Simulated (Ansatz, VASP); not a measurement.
# GaP: VASP beside Ansatz

```
Ga P
1.0
     0.00000    2.71918    2.71918
     2.71918    0.00000    2.71918
     2.71918    2.71918    0.00000
Ga P
1 1
Direct
  0.00000 0.00000 0.00000
  0.25000 0.25000 0.25000
```

Alike in both runs: task single point; functional PBEsol; k mesh 8 × 8 × 8; no spin polarisation.

```csv
,VASP,Ansatz
version,VASP 6.6.1,Ansatz 0.2.0
potentials or method,"VASP PAW PBE potentials, release 64 (Ga_d, P), cutoff 500 eV","scalar-relativistic, plane waves, PAW"
occupations,"gaussian, width 0.01 eV",fixed
valence electrons in the cell,18,18
```

VASP gave:

```
gap on the k mesh at the Fermi level (eV) : 1.50
least direct gap on the mesh (eV)         : 1.81
pressure (GPa)                            : -0.1
```

Question: What did Ansatz give for the same quantities?

Answer: gap on the k mesh at the Fermi level (eV): 1.50; least direct gap on the mesh (eV): 1.80; pressure (GPa): 0.0.

VASP's potentials were made for PBE, not for PBEsol.
